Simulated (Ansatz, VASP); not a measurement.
## One calculation of ZnF2, two programs

```
Zn F
1.0
     4.62504    0.00000    0.00000
     0.00000    4.62504    0.00000
     0.00000    0.00000    3.08067
Zn F
2 4
Direct
  0.00000 0.00000 0.00000
  0.50000 0.50000 0.50000
  0.30240 0.30240 0.00000
  0.19760 0.80240 0.50000
  0.69760 0.69760 0.00000
  0.80240 0.19760 0.50000
```

Alike in both runs: task single point; functional PBE; k mesh 4 × 4 × 6; no spin polarisation.

|  | VASP | Ansatz |
| --- | --- | --- |
| version | VASP 6.6.1 | Ansatz 0.2.0 |
| potentials or method | VASP PAW PBE potentials, release 64 (Zn, F), cutoff 600 eV | plane waves, PAW |
| occupations | gaussian, width 0.01 eV | fixed |
| valence electrons in the cell | 52 | 52 |

|  | VASP | Ansatz | Ansatz less VASP |
| --- | --- | --- | --- |
| pressure (GPa) | 14.1 | 13.3 | -0.81 |
| traceless stress, the component that is largest in VASP (GPa) | 1.42 | 1.20 | -0.215 |
